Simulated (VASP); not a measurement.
# MgO (P6_3/mmc) in VASP: a series of runs

The runs below take MgO through single point, with PBEsol.

All numbers are computed with VASP 6.6.1; they aren't measurements. Logs are shortened: lines on timing, memory, paths and dates and some standing lists are left out, and cuts for length are marked.

## Step 1: The cell of the first run

The structure is hexagonal, space group P6_3/mmc (No. 194). Conventional cell: a = 3.486 Å, b = 3.486 Å, c = 4.178 Å, α = 90.00°, β = 90.00°, γ = 120.00°. Mg (site symmetry -6m2) has 5 O at 2.01 to 2.09 Å within 2.7 Å. O (site symmetry -6m2) has 5 Mg at 2.01 to 2.09 Å within 2.7 Å.

## Step 2: Single point, PBEsol

File INCAR:

```
  ALGO = Normal
  EDIFF = 1E-6
  ENCUT = 600
  GGA = PS
  GGA_COMPAT = False
  ISIF = 2
  ISMEAR = 0
  LASPH = True
  LCHARG = False
  LREAL = False
  LWAVE = False
  NBANDS = 16
  NELM = 120
  PREC = Accurate
  SIGMA = 0.1
```

File KPOINTS:

```
k-points
0
Gamma
  6 6 4
```

File POSCAR:

```
MgO
1.0
    3.4863778627      0.0000000000      0.0000000000
   -1.7431889314      3.0192917963      0.0000000000
    0.0000000000      0.0000000000      4.1780412200
Mg O
2 2
Direct
    0.6666666700      0.3333333300      0.7500000000
    0.3333333300      0.6666666700      0.2500000000
    0.6666666700      0.3333333300      0.2500000000
    0.3333333300      0.6666666700      0.7500000000
```

Potentials or basis: VASP PAW PBE potentials, release 64 (Mg, O).

Started as:

```sh
$ cat potpaw_PBE.64/Mg/POTCAR potpaw_PBE.64/O/POTCAR > POTCAR
$ mpirun -np 1 vasp_std > vasp.out
```

OUTCAR:

```text
EDIFF = 1E-6
   ENCUT = 600
   GGA = PS
   ISIF = 2
   ISMEAR = 0
   LASPH = True
   LREAL = False
   NELM = 120
   PREC = Accurate

 ion  position               nearest neighbor table
   1  0.667  0.333  0.750-   4 2.01   4 2.01   4 2.01   3 2.09   3 2.09   2 2.90   2 2.90   2 2.90
                             2 2.90   2 2.90   2 2.90
   2  0.333  0.667  0.250-   3 2.01   3 2.01   3 2.01   4 2.09   4 2.09   1 2.90   1 2.90   1 2.90
                             1 2.90   1 2.90   1 2.90
   3  0.667  0.333  0.250-   2 2.01   2 2.01   2 2.01   1 2.09   1 2.09
   4  0.333  0.667  0.750-   1 2.01   1 2.01   1 2.01   2 2.09   2 2.09

  LATTYP: Found a hexagonal cell.
 ALAT       =     3.4863778627
 C/A-ratio  =     1.1983902447

  Lattice vectors:

 A1 = (   3.4863778627,   0.0000000000,   0.0000000000)
 A2 = (  -1.7431889314,   3.0192917963,   0.0000000000)
 A3 = (   0.0000000000,   0.0000000000,   4.1780412200)

Analysis of symmetry for initial positions (statically):
=====================================================================
 Subroutine PRICEL returns:
 Original cell was already a primitive cell.

 Routine SETGRP: Setting up the symmetry group for a
 hexagonal supercell.

 Subroutine GETGRP returns: Found 24 space group operations
 (whereof 12 operations were pure point group operations)
 out of a pool of 24 trial point group operations.

The static configuration has the point symmetry D_3d.
 The point group associated with its full space group is D_6h.

Analysis of symmetry for dynamics (positions and initial velocities):
=====================================================================
 Subroutine PRICEL returns:
 Original cell was already a primitive cell.

 Routine SETGRP: Setting up the symmetry group for a
 hexagonal supercell.

 Subroutine GETGRP returns: Found 24 space group operations
 (whereof 12 operations were pure point group operations)
 out of a pool of 24 trial point group operations.

The dynamic configuration has the point symmetry D_3d.
 The point group associated with its full space group is D_6h.

 Subroutine INISYM returns: Found 24 space group operations
 (whereof 12 operations are pure point group operations),
 and found     1 'primitive' translations

----------------------------------------------------------------------------------------

                                     Primitive cell

  volume of cell :      43.9797

  direct lattice vectors                    reciprocal lattice vectors
     3.486377863  0.000000000  0.000000000     0.286830642  0.165601748  0.000000000
    -1.743188931  3.019291796  0.000000000     0.000000000  0.331203497  0.000000000
     0.000000000  0.000000000  4.178041220     0.000000000  0.000000000  0.239346609

  length of vectors
     3.486377863  3.486377863  4.178041220     0.331203497  0.331203497  0.239346609

  position of ions in fractional coordinates (direct lattice)
     0.666666670  0.333333330  0.750000000
     0.333333330  0.666666670  0.250000000
     0.666666670  0.333333330  0.250000000
     0.333333330  0.666666670  0.750000000

  ion indices of the primitive-cell ions
   primitive index   ion index
                 1           1
                 2           2
                 3           3
                 4           4

----------------------------------------------------------------------------------------

 KPOINTS: k-points

Automatic generation of k-mesh.
 Grid dimensions read from file:
 generate k-points for:    6    6    4

 Generating k-lattice:

  Cartesian coordinates                     Fractional coordinates (reciprocal lattice)
     0.047805107  0.027600291  0.000000000     0.166666667  0.000000000  0.000000000
     0.000000000  0.055200583  0.000000000     0.000000000  0.166666667  0.000000000
     0.000000000  0.000000000  0.059836652     0.000000000  0.000000000  0.250000000

  Length of vectors
     0.055200583  0.055200583  0.059836652

  Shift w.r.t. Gamma in fractional coordinates (k-lattice)
     0.000000000  0.000000000  0.000000000

 Subroutine IBZKPT returns following result:
 ===========================================

 Found     21 irreducible k-points:

 Following reciprocal coordinates:
            Coordinates               Weight
  0.000000  0.000000  0.000000      1.000000
  0.166667 -0.000000  0.000000      6.000000
  0.333333  0.000000  0.000000      6.000000
  0.500000 -0.000000  0.000000      3.000000
  0.166667  0.166667  0.000000      6.000000
  0.333333  0.166667  0.000000     12.000000
[... 13 lines left out ...]
  0.333333  0.166667  0.500000     12.000000
  0.333333  0.333333  0.500000      2.000000
   k-points           NKPTS =     21   k-points in BZ     NKDIM =     21   number of bands    NBANDS=     16
   number of dos      NEDOS =    301   number of ions     NIONS =      4
   total plane-waves  NPLWV =  28224
   dimension x,y,z NGX =    28 NGY =   28 NGZ =   36
   dimension x,y,z NGXF=    56 NGYF=   56 NGZF=   72
   ions per type =               2   2
   NGX,Y,Z   is equivalent  to a cutoff of  13.35, 13.35, 14.32 a.u.
   NGXF,Y,Z  is equivalent  to a cutoff of  26.70, 26.70, 28.65 a.u.
 SYSTEM =  unknown system
   PREC   = accura    normal or accurate (medium, high low for compatibility)
   ISTART =      0    job   : 0-new  1-cont  2-samecut
   ICHARG =      2    charge: 1-file 2-atom 10-const
   ISPIN  =      1    spin polarized calculation?
   LNONCOLLINEAR =      F non collinear calculations
   LSORBIT =      F    spin-orbit coupling
   LASPH  =      T    aspherical Exc in radial PAW
   ENCUT  =  600.0 eV  44.10 Ry    6.64 a.u.   6.96  6.96  8.34*2*pi/ulx,y,z
   NELM   =    120;   NELMIN=  2; NELMDL= -5     # of ELM steps
   EDIFF  = 0.1E-05   stopping-criterion for ELM
   LREAL  =      F    real-space projection
   EDIFFG = 0.1E-04   stopping-criterion for IOM
   NSW    =      0    number of steps for IOM
   IBRION =     -1    ionic relax: 0-MD 1-quasi-New 2-CG
   NFREE  =      0    steps in history (QN), initial steepest desc. (CG)
   ISIF   =      2    stress and relaxation
   ISYM   =      2    0-nonsym 1-usesym 2-fastsym
   POTIM  = 0.5000    time-step for ionic-motion
   TEBEG  =    0.0;   TEEND  =   0.0 temperature during run
   PSTRESS=    0.0 pullay stress
   NELECT =      16.0000    total number of electrons
   NUPDOWN=      -1.0000    fix difference up-down
   EMIN   =  10.00;   EMAX   =-10.00  energy-range for DOS
   EFERMI =   0.00;   METHOD = LEGACY
   ISMEAR =     0;   SIGMA  =   0.10  broadening in eV -4-tet -1-fermi 0-gaus
   EFERMI_NEDOS =   21; number of points for ismear=-14 and -15
   IALGO  =     38    algorithm
   IMIX   =      4    mixing-type and parameters
     AMIX     =   0.40;   BMIX     =  1.00
     AMIX_MAG =   1.60;   BMIX_MAG =  1.00
  volume/ion in A,a.u.               =      10.99        74.20
  Fermi-wavevector in a.u.,A,eV,Ry     =   1.168685  2.208494 18.583167  1.365824
  Thomas-Fermi vector in A             =   2.305168
   LORBIT       =      0    0 simple, 1 ext, 2 COOP (PROOUT), +10 PAW based schemes
   GGA     = PS    functional components
   LHFCALC =     F    Hartree Fock is set to
   AEXX    =    0.0000 exact exchange contribution
   IVDW    =     0    specifies the selected vdW correction
   LEPSILON=     F    determine dielectric tensor
   LRPA    =     F    only Hartree local field effects (RPA)
 non-spin polarized calculation
 Gauss-broadening in eV      SIGMA  =   0.10
  energy-cutoff  :      600.00
  volume of cell :       43.98
 maximum number of plane-waves:      1485
 NGX is ok and might be reduce to    28

 number of electron      15.9999998 magnetization

 Free energy of the ion-electron system (eV)
  ---------------------------------------------------
  ext. energy  EPLUGINS =         0.00000000
  ---------------------------------------------------
  free energy    TOTEN  =       -24.76386320 eV

  energy without entropy =      -24.76386320  energy(sigma->0) =      -24.76386320

 E-fermi :   2.3947     XC(G=0): -10.3129

 val. band max:        1.8813556815   @ k =   0.0000   0.0000   0.0000
 cond. band min:       5.1961078192   @ k =   0.0000   0.0000   0.0000
 fundamental gap:      3.3147521378
 Fermi energy:         2.3947208302

 k-point     1 :       0.0000    0.0000    0.0000
  band No.  band energies     occupation
      1     -14.9895      2.00000
      2     -13.5582      2.00000
      3      -1.8128      2.00000
      4       0.1254      2.00000
      5       0.1254      2.00000
      6       1.0688      2.00000
[... 8 lines left out ...]
     15      17.3443      0.00000
     16      17.4468      0.00000

 k-point     2 :       0.1667   -0.0000    0.0000
  band No.  band energies     occupation
      1     -14.8532      2.00000
      2     -13.5839      2.00000
      3      -1.5962      2.00000
      4      -0.3283      2.00000
      5      -0.0700      2.00000
      6       0.5251      2.00000
[... 8 lines left out ...]
     15      16.4137      0.00000
     16      16.5638      0.00000

 k-point     3 :       0.3333    0.0000    0.0000
  band No.  band energies     occupation
      1     -14.5212      2.00000
      2     -13.6902      2.00000
      3      -1.3020      2.00000
      4      -1.0198      2.00000
      5      -0.3670      2.00000
      6       0.0535      2.00000
[... 8 lines left out ...]
     15      15.8762      0.00000
     16      16.4375      0.00000

 k-point     4 :       0.5000   -0.0000    0.0000
  band No.  band energies     occupation
      1     -14.2748      2.00000
      2     -13.8213      2.00000
      3      -1.7361      2.00000
      4      -0.5219      2.00000
      5      -0.4909      2.00000
      6      -0.1014      2.00000
[... 8 lines left out ...]
     15      16.4455      0.00000
     16      16.5546      0.00000
[... 267 lines left out ...]
 k-point    19 :       0.1667    0.1667    0.5000
  band No.  band energies     occupation
      1     -14.0973      2.00000
      2     -14.0973      2.00000
      3      -1.5493      2.00000
      4      -1.5493      2.00000
      5       0.2184      2.00000
      6       0.2184      2.00000
[... 8 lines left out ...]
     15      17.3801      0.00000
     16      17.3801      0.00000

 k-point    20 :       0.3333    0.1667    0.5000
  band No.  band energies     occupation
      1     -13.9844      2.00000
      2     -13.9844      2.00000
      3      -1.8779      2.00000
      4      -1.8779      2.00000
      5      -0.1536      2.00000
      6      -0.1536      2.00000
[... 8 lines left out ...]
     15      17.8370      0.00000
     16      17.8370      0.00000

 k-point    21 :       0.3333    0.3333    0.5000
  band No.  band energies     occupation
      1     -13.9469      2.00000
      2     -13.9469      2.00000
      3      -1.7606      2.00000
      4      -1.7606      2.00000
      5      -0.6435      2.00000
      6      -0.6435      2.00000
[... 8 lines left out ...]
     15      19.2725      0.00000
     16      19.2725      0.00000

------------------------ aborting loop because EDIFF is reached ----------------------------------------

  FORCE on cell =-STRESS in cart. coord.  units (eV):
  Direction    XX          YY          ZZ          XY          YZ          ZX
  --------------------------------------------------------------------------------------
  -------------------------------------------------------------------------------------
  Total        0.1327497      0.1327497      0.2122433     -0.0000000      0.0000000      0.0000000
  in kB        4.8360605      4.8360605      7.7320091     -0.0000000      0.0000000      0.0000000
  external PRESSURE =       5.8013767 kB  Pullay stress =       0.0000000 kB

 VOLUME and BASIS-vectors are now :
 -----------------------------------------------------------------------------
  energy-cutoff  :      600.00
  volume of cell :       43.98
      direct lattice vectors                 reciprocal lattice vectors
     3.486377863  0.000000000  0.000000000     0.286830642  0.165601748  0.000000000
    -1.743188931  3.019291796  0.000000000     0.000000000  0.331203497  0.000000000
     0.000000000  0.000000000  4.178041220     0.000000000  0.000000000  0.239346609

 POSITION                                       TOTAL-FORCE (eV/Angst)
 -----------------------------------------------------------------------------------
      1.74319      1.00643      3.13353         0.000000     -0.000000      0.000000
     -0.00000      2.01286      1.04451         0.000000     -0.000000      0.000000
      1.74319      1.00643      1.04451        -0.000000      0.000000      0.000000
     -0.00000      2.01286      3.13353        -0.000000      0.000000      0.000000
 -----------------------------------------------------------------------------------
    total drift:                               -0.000004      0.000003     -0.000000

  FREE ENERGIE OF THE ION-ELECTRON SYSTEM (eV)
  ---------------------------------------------------
  free  energy   TOTEN  =       -24.7638632008 eV

  energy  without entropy=      -24.7638632008  energy(sigma->0) =      -24.76386320
```

Run time: 23 s. Hardware: 1 thread of AMD EPYC 7R43 (Zen 3), shared host; peak memory 0.14 GiB.

What came out:

| Quantity | Value |
| --- | --- |
| Free energy | -24.7639 eV |
| Pressure | 0.6 GPa |
| Band gap on the k mesh | 3.31 eV |

Stress tensor (GPa, compression positive):
```
0.48 0.00 0.00
0.00 0.48 0.00
0.00 0.00 0.77
```

Levels at points of the mesh, in eV from the valence-band top:
| k point | band 4 | band 5 | band 6 | band 7 | band 8 | band 9 | band 10 | band 11 | band 12 | band 13 |
| --- | --- | --- | --- | --- | --- | --- | --- | --- | --- | --- |
| (0.00, 0.00, 0.00) | -1.76 | -1.76 | -0.81 | -0.81 | 0.00 | 3.31 | 9.39 | 12.11 | 12.41 | 12.41 |
| (0.50, 0.00, 0.00) | -2.40 | -2.37 | -1.98 | -1.32 | -0.53 | 6.84 | 9.01 | 9.69 | 12.05 | 12.82 |
| (0.00, 0.00, 0.50) | -2.46 | -1.30 | -1.30 | -1.30 | -1.30 | 6.35 | 6.35 | 12.77 | 12.77 | 12.77 |
| (0.50, 0.00, 0.50) | -3.93 | -1.56 | -1.56 | -0.83 | -0.83 | 7.17 | 7.17 | 11.89 | 11.89 | 13.97 |

Caveat: the PAW data sets were made with another functional, which shifts forces and pressure a little.

## Step 3: Single point, PBEsol

This run uses another cell than the first one: it holds 8 atoms, not 4.

File INCAR:

```
SYSTEM = MgO
ALGO = Normal
EDIFF = 1E-7
ENCUT = 520
GGA = PS
ISIF = 2
ISMEAR = 0
ISYM = 0
LASPH = .TRUE.
LCHARG = .FALSE.
LREAL = .FALSE.
LWAVE = .FALSE.
NBANDS = 26
NELM = 100
PREC = Accurate
SIGMA = 0.05
```

File KPOINTS:

```
k-points
0
G
  8 8 8
  0 0 0
```

File POSCAR:

```
MgO
1.0
    3.4947663887      0.0000000000      0.0000000000
    1.7473831944     -3.0265564729     -4.1947132255
    1.7473831943      3.0265564729     -4.1947132255
Mg O
4 4
Direct
    0.8750000000      0.4583333333      0.7916666667
    0.3750000000      0.9583333333      0.2916666667
    0.1250000000      0.5416666667      0.2083333333
    0.6250000000      0.0416666667      0.7083333333
    0.6250000000      0.7083333333      0.0416666667
    0.1250000000      0.2083333333      0.5416666667
    0.3750000000      0.2916666667      0.9583333333
    0.8750000000      0.7916666667      0.4583333333
```

Potentials or basis: VASP PAW PBE potentials, release 64 (Mg, O).

Started as:

```sh
$ cat potpaw_PBE.64/Mg/POTCAR potpaw_PBE.64/O/POTCAR > POTCAR
$ mpirun -np 1 vasp_std > vasp.out
```

It took 11 min on 1 thread of Intel Xeon 8259CL, shared host; peak memory 0.56 GiB.

The run converged. Its results:

```yaml
Free_energy: -49.5181 eV
Pressure: -0.4 GPa
Band_gap_on_the_k_mesh: 3.27 eV
```

Stress tensor (GPa, compression positive):
```
-0.40  0.00  0.00
 0.00 -0.40  0.00
 0.00  0.00 -0.48
```

Levels at points of the mesh, in eV from the valence-band top:
```tsv
k point	band 12	band 13	band 14	band 15	band 16	band 17	band 18	band 19	band 20	band 21
(0.00, 0.00, 0.00)	-0.82	-0.82	-0.81	-0.81	0.00	3.27	7.14	7.14	9.31	11.79
(0.50, 0.00, 0.00)	-1.30	-1.23	-1.23	-0.57	-0.57	6.97	6.97	8.57	8.57	10.11
(0.50, 0.50, 0.50)	-1.30	-1.23	-1.23	-0.57	-0.57	6.97	6.97	8.57	8.57	10.11
(0.00, 0.50, 0.00)	-1.71	-0.87	-0.87	-0.44	-0.44	5.61	5.61	8.61	8.61	10.85
(0.00, 0.00, 0.50)	-1.71	-0.87	-0.87	-0.44	-0.44	5.61	5.61	8.61	8.61	10.85
(0.50, 0.50, 0.00)	-1.54	-1.31	-0.82	-0.82	-0.53	6.82	7.14	7.14	8.91	9.65
(0.50, 0.00, 0.50)	-1.54	-1.31	-0.82	-0.82	-0.53	6.82	7.14	7.14	8.91	9.65
(0.00, 0.50, 0.50)	-1.29	-1.29	-1.29	-1.29	-0.53	6.30	6.30	6.82	8.91	9.65
```

Caveat: the PAW data sets were made with another functional, which shifts forces and pressure a little. A k mesh can miss the band edges.
